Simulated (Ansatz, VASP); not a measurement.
# Al in VASP and in Ansatz

The input INCAR:

```
SYSTEM = Al
PREC = Accurate
ENCUT = 600
EDIFF = 1E-7
ISMEAR = -1
SIGMA = 0.05
LREAL = .False.
LASPH = .True.
NELM = 60
ALGO = Normal
ISIF = 3
LWAVE = .False.
LCHARG = .False.
GGA = RP
IVDW = 13
IBRION = 2
NSW = 60
EDIFFG = -0.01
```

The input KPOINTS:

```
regular mesh
0
Gamma
  11 11 6
  0 0 0
```

The input POSCAR:

```
Al
1.0
    2.8124553515      0.0000000000      0.0000000000
   -1.4062276757      2.4356577814      0.0000000000
    0.0000000000      0.0000000000      4.8668500000
Al
2
Direct
    0.3333333333      0.6666666667      0.2500000000
    0.6666666667      0.3333333333      0.7500000000
```

input.yaml

```yaml
crystal:
  lattice:
    - [2.8124553515, 0.0, 0.0]
    - [-1.4062276757, 2.4356577814, 0.0]
    - [0.0, 0.0, 4.86685]
  atoms:
    - { symbol: Al, position: [0.3333333333, 0.6666666667, 0.25] }
    - { symbol: Al, position: [0.6666666667, 0.3333333333, 0.75] }
hamiltonian:
  xc: rpbe
  pseudopotentials: { kind: paw }
  dispersion: d4
kpoints:
  mp_grid: { grid: [11, 11, 6] }
scf:
  occupations: { method: fermi_dirac, width: 0.05 }
output:
  forces: true
  stress: true
  eigenvalues: true
  write_density: true
  write_potential: true
  elf: true
  volumetric_format: npy
relax:
  f_tol: 0.01
  max_steps: 40
  cell: { stress_tol: 0.05 }
```

Alike in both runs: task relaxation of cell and atoms; functional RPBE; dispersion D4; k mesh 11 × 11 × 6; occupations fermi-dirac, width 0.05 eV; no spin polarisation.

|  | VASP | Ansatz |
| --- | --- | --- |
| version | VASP 6.6.1 | Ansatz 0.2.0 |
| potentials or method | VASP PAW PBE potentials, release 64 (Al) | Ansatz PAW |
| plane-wave cutoff (eV) | 600 | 420 |
| valence electrons in the cell | 6 | 6 |

|  | VASP | Ansatz | Ansatz less VASP |
| --- | --- | --- | --- |
| gap on the k mesh at the Fermi level, each at its own relaxed structure (eV) | none | none | - |
| relaxed volume (Å³/atom) | 15.66 | 15.71 | +0.047 |
| relaxed cell length with the largest relative difference (Å) | 4.622 | 4.628 | +0.0054 |

VASP's potentials were made for PBE, not for RPBE. A gap of «none» marks a metal or a gap that the smearing closes.

Noted on Ansatz's run: the plane-wave basis is chosen anew once the cell has moved, so the energies of steps on either side of that aren't comparable.
